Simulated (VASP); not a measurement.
# Ga2O3 (R-3c) in VASP: relaxation of cell and atoms with PBEsol

Aim: the relaxation of cell and atoms of Ga2O3 with PBEsol.

All numbers are computed with VASP 6.6.1; they aren't measurements. Logs are shortened: lines on timing, memory, paths and dates and some standing lists are left out, and cuts for length are marked.

### Step 1. The cell of the first run

Symmetry: R-3c, No. 167, trigonal system. The conventional cell has a = 4.982 Å, b = 4.982 Å, c = 13.433 Å, α = 90.00°, β = 90.00°, γ = 120.00°. Within 2.5 Å of Ga (site symmetry 3) lie 6 O at 1.92 to 2.08 Å. O (site symmetry 2) has 4 Ga at 1.92 to 2.08 Å within 2.5 Å.

### Step 2. Relaxation of cell and atoms, PBEsol

Contents of INCAR:

```
SYSTEM = Ga2O3
PREC = Accurate
ENCUT = 600
EDIFF = 1E-6
ISMEAR = 0
SIGMA = 0.02
LREAL = .False.
LASPH = .True.
NELM = 80
ALGO = Normal
ISIF = 3
LWAVE = .False.
LCHARG = .False.
GGA = PS
IBRION = 2
NSW = 100
EDIFFG = -0.005
```

Contents of KPOINTS:

```
regular mesh
0
Gamma
  6 6 6
  0 0 0
```

Contents of POSCAR:

```
Ga2O3
1.0
    2.4912496591      1.4383236613      4.4776700000
   -2.4912496591      1.4383236613      4.4776700000
    0.0000000000     -2.8766473226      4.4776700000
Ga O
4 6
Direct
    0.3554000000      0.3554000000      0.3554000000
    0.1446000000      0.1446000000      0.1446000000
    0.6446000000      0.6446000000      0.6446000000
    0.8554000000      0.8554000000      0.8554000000
    0.5549000000      0.9451000000      0.2500000000
    0.2500000000      0.5549000000      0.9451000000
    0.9451000000      0.2500000000      0.5549000000
    0.4451000000      0.0549000000      0.7500000000
    0.7500000000      0.4451000000      0.0549000000
    0.0549000000      0.7500000000      0.4451000000
```

Potentials or basis: VASP PAW PBE potentials, release 64 (Ga_d, O).

Launch:

```sh
cat potpaw_PBE.64/Ga_d/POTCAR potpaw_PBE.64/O/POTCAR > POTCAR
mpirun -np 1 vasp_std > vasp.out
```

OUTCAR:

```text
SYSTEM = Ga2O3
   PREC = Accurate
   ENCUT = 600
   EDIFF = 1E-6
   ISMEAR = 0
   LREAL = .False.
   LASPH = .True.
   NELM = 80
   ISIF = 3
   GGA = PS
   IBRION = 2
   NSW = 100
   EDIFFG = -0.005

 ion  position               nearest neighbor table
   1  0.355  0.355  0.355-  10 1.92   8 1.92   9 1.92   5 2.08   7 2.08   6 2.08   2 2.83
   2  0.145  0.145  0.145-   9 1.92   8 1.92  10 1.92   5 2.08   7 2.08   6 2.08   1 2.83
   3  0.645  0.645  0.645-   7 1.92   5 1.92   6 1.92   8 2.08   9 2.08  10 2.08   4 2.83
   4  0.855  0.855  0.855-   6 1.92   5 1.92   7 1.92   8 2.08   9 2.08  10 2.08   3 2.83
   5  0.555  0.945  0.250-   3 1.92   4 1.92   1 2.08   2 2.08
   6  0.250  0.555  0.945-   4 1.92   3 1.92   1 2.08   2 2.08
   7  0.945  0.250  0.555-   3 1.92   4 1.92   1 2.08   2 2.08
   8  0.445  0.055  0.750-   1 1.92   2 1.92   3 2.08   4 2.08
   9  0.750  0.445  0.055-   2 1.92   1 1.92   3 2.08   4 2.08
  10  0.055  0.750  0.445-   1 1.92   2 1.92   3 2.08   4 2.08

  LATTYP: Found a trigonal (rhomboedric) cell.
 ALAT       =     5.3220887298
 COS(alpha) =     0.5617718428

  Lattice vectors:

 A1 = (   2.4912496591,   1.4383236613,   4.4776700000)
 A2 = (  -2.4912496591,   1.4383236613,   4.4776700000)
 A3 = (   0.0000000000,  -2.8766473226,   4.4776700000)

Analysis of symmetry for initial positions (statically):
=====================================================================
 Subroutine PRICEL returns:
 Original cell was already a primitive cell.

 Routine SETGRP: Setting up the symmetry group for a
 trigonal (rhombohedral) supercell.

 Subroutine GETGRP returns: Found 12 space group operations
 (whereof  6 operations were pure point group operations)
 out of a pool of 12 trial point group operations.

The static configuration has the point symmetry S_6 .
 The point group associated with its full space group is D_3d.

Analysis of symmetry for dynamics (positions and initial velocities):
=====================================================================
 Subroutine PRICEL returns:
 Original cell was already a primitive cell.

 Routine SETGRP: Setting up the symmetry group for a
 trigonal (rhombohedral) supercell.

 Subroutine GETGRP returns: Found 12 space group operations
 (whereof  6 operations were pure point group operations)
 out of a pool of 12 trial point group operations.

The dynamic configuration has the point symmetry S_6 .
 The point group associated with its full space group is D_3d.

 Subroutine INISYM returns: Found 12 space group operations
 (whereof  6 operations are pure point group operations),
 and found     1 'primitive' translations

----------------------------------------------------------------------------------------

                                     Primitive cell

  volume of cell :      96.2669

  direct lattice vectors                    reciprocal lattice vectors
     2.491249659  1.438323661  4.477670000     0.200702486  0.115875634  0.074443479
    -2.491249659  1.438323661  4.477670000    -0.200702486  0.115875634  0.074443479
     0.000000000 -2.876647323  4.477670000     0.000000000 -0.231751269  0.074443479

  length of vectors
     5.322088730  5.322088730  5.322088730     0.243414219  0.243414219  0.243414219

  position of ions in fractional coordinates (direct lattice)
     0.355400000  0.355400000  0.355400000
     0.144600000  0.144600000  0.144600000
     0.644600000  0.644600000  0.644600000
     0.855400000  0.855400000  0.855400000
     0.554900000  0.945100000  0.250000000
     0.250000000  0.554900000  0.945100000
     0.945100000  0.250000000  0.554900000
     0.445100000  0.054900000  0.750000000
     0.750000000  0.445100000  0.054900000
     0.054900000  0.750000000  0.445100000

  ion indices of the primitive-cell ions
   primitive index   ion index
                 1           1
                 2           2
                 3           3
                 4           4
                 5           5
                 6           6
                 7           7
                 8           8
                 9           9
                10          10

----------------------------------------------------------------------------------------

 KPOINTS: regular mesh

Automatic generation of k-mesh.
 Grid dimensions read from file:
 generate k-points for:    6    6    6

 Generating k-lattice:

  Cartesian coordinates                     Fractional coordinates (reciprocal lattice)
     0.033450414  0.019312606  0.012407247     0.166666667  0.000000000 -0.000000000
    -0.033450414  0.019312606  0.012407247     0.000000000  0.166666667 -0.000000000
     0.000000000 -0.038625211  0.012407247    -0.000000000 -0.000000000  0.166666667

  Length of vectors
     0.040569037  0.040569037  0.040569037

  Shift w.r.t. Gamma in fractional coordinates (k-lattice)
     0.000000000  0.000000000  0.000000000

 Subroutine IBZKPT returns following result:
 ===========================================

 Found     32 irreducible k-points:

 Following reciprocal coordinates:
            Coordinates               Weight
  0.000000  0.000000  0.000000      1.000000
  0.166667  0.000000  0.000000      6.000000
  0.333333  0.000000 -0.000000      6.000000
  0.500000  0.000000  0.000000      3.000000
  0.166667  0.166667 -0.000000      6.000000
  0.333333  0.166667  0.000000     12.000000
[... 16 lines left out ...]
  0.500000  0.500000  0.166667      6.000000
 -0.333333  0.500000  0.166667     12.000000
 [... further k-points ...]
   k-points           NKPTS =     32   k-points in BZ     NKDIM =     32   number of bands    NBANDS=     52
   number of dos      NEDOS =    301   number of ions     NIONS =     10
   total plane-waves  NPLWV = 110592
   dimension x,y,z NGX =    48 NGY =   48 NGZ =   48
   dimension x,y,z NGXF=    96 NGYF=   96 NGZF=   96
   ions per type =               4   6
   NGX,Y,Z   is equivalent  to a cutoff of  14.99, 14.99, 14.99 a.u.
   NGXF,Y,Z  is equivalent  to a cutoff of  29.99, 29.99, 29.99 a.u.
 SYSTEM =  Ga2O3
   PREC   = accura    normal or accurate (medium, high low for compatibility)
   ISTART =      0    job   : 0-new  1-cont  2-samecut
   ICHARG =      2    charge: 1-file 2-atom 10-const
   ISPIN  =      1    spin polarized calculation?
   LNONCOLLINEAR =      F non collinear calculations
   LSORBIT =      F    spin-orbit coupling
   LASPH  =      T    aspherical Exc in radial PAW
   ENCUT  =  600.0 eV  44.10 Ry    6.64 a.u.  10.63 10.63 10.63*2*pi/ulx,y,z
   NELM   =     80;   NELMIN=  2; NELMDL= -5     # of ELM steps
   EDIFF  = 0.1E-05   stopping-criterion for ELM
   LREAL  =      F    real-space projection
   EDIFFG = -.5E-02   stopping-criterion for IOM
   NSW    =    100    number of steps for IOM
   IBRION =      2    ionic relax: 0-MD 1-quasi-New 2-CG
   NFREE  =      1    steps in history (QN), initial steepest desc. (CG)
   ISIF   =      3    stress and relaxation
   ISYM   =      2    0-nonsym 1-usesym 2-fastsym
   POTIM  = 0.5000    time-step for ionic-motion
   TEBEG  =    0.0;   TEEND  =   0.0 temperature during run
   PSTRESS=    0.0 pullay stress
   NELECT =      88.0000    total number of electrons
   NUPDOWN=      -1.0000    fix difference up-down
   EMIN   =  10.00;   EMAX   =-10.00  energy-range for DOS
   EFERMI =   0.00;   METHOD = LEGACY
   ISMEAR =     0;   SIGMA  =   0.02  broadening in eV -4-tet -1-fermi 0-gaus
   EFERMI_NEDOS =   21; number of points for ismear=-14 and -15
   IALGO  =     38    algorithm
   IMIX   =      4    mixing-type and parameters
     AMIX     =   0.40;   BMIX     =  1.00
     AMIX_MAG =   1.60;   BMIX_MAG =  1.00
  volume/ion in A,a.u.               =       9.63        64.96
  Fermi-wavevector in a.u.,A,eV,Ry     =   1.588827  3.002448 34.346162  2.524372
  Thomas-Fermi vector in A             =   2.687771
   LORBIT       =      0    0 simple, 1 ext, 2 COOP (PROOUT), +10 PAW based schemes
   GGA     = PS    functional components
   LHFCALC =     F    Hartree Fock is set to
   AEXX    =    0.0000 exact exchange contribution
   IVDW    =     0    specifies the selected vdW correction
   LEPSILON=     F    determine dielectric tensor
   LRPA    =     F    only Hartree local field effects (RPA)
 conjugate gradient relaxation of ions
 non-spin polarized calculation
 Gauss-broadening in eV      SIGMA  =   0.02
  energy-cutoff  :      600.00
  volume of cell :       96.27
 maximum number of plane-waves:      3233
 NGX is ok and might be reduce to    48
   NGX = 21   NGY = 21   NGZ = 21

--------------------------------------- Ionic step        1  -------------------------------------------

 number of electron      88.0000004 magnetization

 Free energy of the ion-electron system (eV)
  ---------------------------------------------------
  ext. energy  EPLUGINS =         0.00000000
  ---------------------------------------------------
  free energy    TOTEN  =       -63.80802262 eV

  energy without entropy =      -63.80802262  energy(sigma->0) =      -63.80802262

------------------------ aborting loop because EDIFF is reached ----------------------------------------

  FORCE on cell =-STRESS in cart. coord.  units (eV):
  Direction    XX          YY          ZZ          XY          YZ          ZX
  --------------------------------------------------------------------------------------
  -------------------------------------------------------------------------------------
  Total        1.5492187      1.5492187      1.1179691      0.0000000      0.0000000     -0.0000000
  in kB       25.7837507     25.7837507     18.6064351      0.0000000      0.0000000     -0.0000000
  external PRESSURE =      23.3913122 kB  Pullay stress =       0.0000000 kB
[... 113 lines left out ...]
  FREE ENERGIE OF THE ION-ELECTRON SYSTEM (eV)
  ---------------------------------------------------
  free  energy   TOTEN  =       -63.8184581871 eV

  energy  without entropy=      -63.8184581871  energy(sigma->0) =      -63.81845819

[... ionic steps 4 to 10 ...]

--------------------------------------- Ionic step       11  -------------------------------------------

 number of electron      87.9999991 magnetization

------------------------ aborting loop because EDIFF is reached ----------------------------------------
[... 83 lines left out ...]
--------------------------------------- Ionic step       13  -------------------------------------------

 number of electron      87.9999991 magnetization

 Free energy of the ion-electron system (eV)
  ---------------------------------------------------
  ext. energy  EPLUGINS =         0.00000000
  ---------------------------------------------------
  free energy    TOTEN  =       -63.82057649 eV

  energy without entropy =      -63.82057649  energy(sigma->0) =      -63.82057649

 E-fermi :   4.4965     XC(G=0): -12.4233

 val. band max:        4.3250292115   @ k =  -0.1667   0.1667   0.0000
 cond. band min:       7.0043852310   @ k =   0.0000   0.0000   0.0000
 fundamental gap:      2.6793560195
 Fermi energy:         4.4964600284

 k-point     1 :       0.0000    0.0000    0.0000
  band No.  band energies     occupation
      1     -14.5954      2.00000
      2     -12.5590      2.00000
      3     -12.5590      2.00000
      4     -12.5390      2.00000
      5     -12.5164      2.00000
      6     -12.5164      2.00000
[... 1309 lines left out ...]
     51      14.1117      0.00000
     52      14.9662      0.00000

 [... further k-points ...]

------------------------ aborting loop because EDIFF is reached ----------------------------------------

  FORCE on cell =-STRESS in cart. coord.  units (eV):
  Direction    XX          YY          ZZ          XY          YZ          ZX
  --------------------------------------------------------------------------------------
  -------------------------------------------------------------------------------------
  Total       -0.0147295     -0.0147295     -0.0454075      0.0000000      0.0000000      0.0000000
  in kB       -0.2426355     -0.2426355     -0.7479877      0.0000000      0.0000000      0.0000000
  external PRESSURE =      -0.4110862 kB  Pullay stress =       0.0000000 kB
[... 25 lines left out ...]
  FREE ENERGIE OF THE ION-ELECTRON SYSTEM (eV)
  ---------------------------------------------------
  free  energy   TOTEN  =       -63.8205764931 eV

  energy  without entropy=      -63.8205764931  energy(sigma->0) =      -63.82057649

 reached required accuracy - stopping structural energy minimisation
```

Run time: 14 min. Hardware: 1 thread of Intel Xeon 6975P-C (Granite Rapids), shared host; peak memory 0.39 GiB.

What came out:

```
Free energy                           : -63.8206 eV
Relaxed volume                        : 9.73 Å³/atom
Relaxed cell                          : a = 5.335 Å, b = 5.335 Å, c = 5.335 Å, α = 55.93°, β = 55.93°, γ = 55.93°
Space group after relaxing (to 0.1 Å) : R-3c (No. 167)
Energy gained by relaxing             : 1.3 meV/atom
Ionic steps                           : 13
Pressure after relaxing               : 0.0 GPa
Band gap on the k mesh                : 2.68 eV (least direct gap 2.94 eV)
```

Step by step:
```csv
step,energy change (eV),largest force (eV/Å),pressure (GPa),volume (Å³)
1,0.0000,0.1598,2.34,96.27
2,-0.0050,0.0503,-2.14,98.24
3,-0.0104,0.0834,-0.33,97.40
4,-0.0121,0.0383,-0.11,97.29
5,-0.0122,0.0383,0.11,97.24
6,-0.0122,0.0395,0.01,97.25
7,-0.0122,0.0374,0.01,97.24
8,-0.0125,0.0157,0.07,97.24
9,-0.0125,0.0032,0.06,97.23
10,-0.0125,0.0034,0.07,97.23
11,-0.0125,0.0014,-0.15,97.30
12,-0.0126,0.0011,-0.05,97.26
13,-0.0126,0.0014,-0.04,97.26
```

Final structure:
```xyz
10
Lattice="2.5020 1.4445 4.4853 -2.5020 1.4445 4.4853 0.0000 -2.8890 4.4853" Properties=species:S:1:pos:R:3 pbc="T T T"
Ga    0.0000    0.0000    4.7888
Ga    0.0000    0.0000    1.9391
Ga    0.0000    0.0000    8.6670
Ga    0.0000    0.0000   11.5168
O    -0.9866    1.4445    7.8492
O    -0.7577   -1.5766    7.8492
O     1.7443    0.1321    7.8492
O     0.9866   -1.4445    5.6066
O     0.7577    1.5766    5.6066
O    -1.7443   -0.1321    5.6066
```

Caveat: the PAW data sets were made with another functional, which shifts forces and pressure a little. A k mesh can miss the band edges.
